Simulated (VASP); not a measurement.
Crystal: YCuBP.

```xyz
4
Lattice="4.0964 0.0000 0.0000 0.0000 4.0964 0.0000 0.0000 0.0000 4.7243" Properties=species:S:1:pos:R:3 pbc="T T T"
Y     0.0000    0.0000    2.3621
Cu    0.0000    0.0000    0.0000
B     2.0482    2.0482    0.0000
P     2.0482    2.0482    2.3621
```

The cell was generated, and may not be a known phase.

| Quantity | Value |
| --- | --- |
| Program | VASP 6.6.1 |
| Task | relaxation of cell and atoms |
| Functional | PBE |
| Potentials or basis | VASP PAW PBE potentials, release 64 (Y_sv, Cu, B, P) |
| Cutoff | 600 eV |
| k mesh | 4 × 4 × 4 |
| Occupations | gaussian, width 0.1 eV |
| Spin | no spin polarisation |

At the start: pressure -2.2 GPa; volume 19.82 Å³/atom.

Problem. How do energy, volume and symmetry change on relaxing?

Solution. Over 6 steps the energy falls by 218.5 meV/atom and the volume is 18.33 Å³/atom (-7.5 %); space group P4/mmm (No. 123, to 0.1 Å) before and after.

Step by step:
| step | energy change (eV) | largest force (eV/Å) | pressure (GPa) | volume (Å³) |
| --- | --- | --- | --- | --- |
| 1 | 0.0000 | 0.0000 | -2.19 | 79.27 |
| 2 | -0.8516 | 0.0000 | -1.91 | 75.53 |
| 3 | -0.8681 | 0.0000 | -1.27 | 74.95 |
| 4 | -0.8698 | 0.0000 | -0.96 | 74.72 |
| 5 | -0.8694 | 0.0000 | -1.17 | 74.83 |
| 6 | -0.8742 | 0.0000 | 0.14 | 73.33 |

Final structure:
```xyz
4
Lattice="3.7518 0.0000 0.0000 0.0000 3.7518 0.0000 0.0000 0.0000 5.2098" Properties=species:S:1:pos:R:3 pbc="T T T"
Y     0.0000    0.0000    2.6049
Cu    3.7518    0.0000    0.0000
B     1.8759    1.8759    0.0000
P     1.8759    1.8759    2.6049
```

Caveat: the k points lie up to 0.42 Å⁻¹ apart in the final cell, too coarse for converged energies and pressures of a metal.
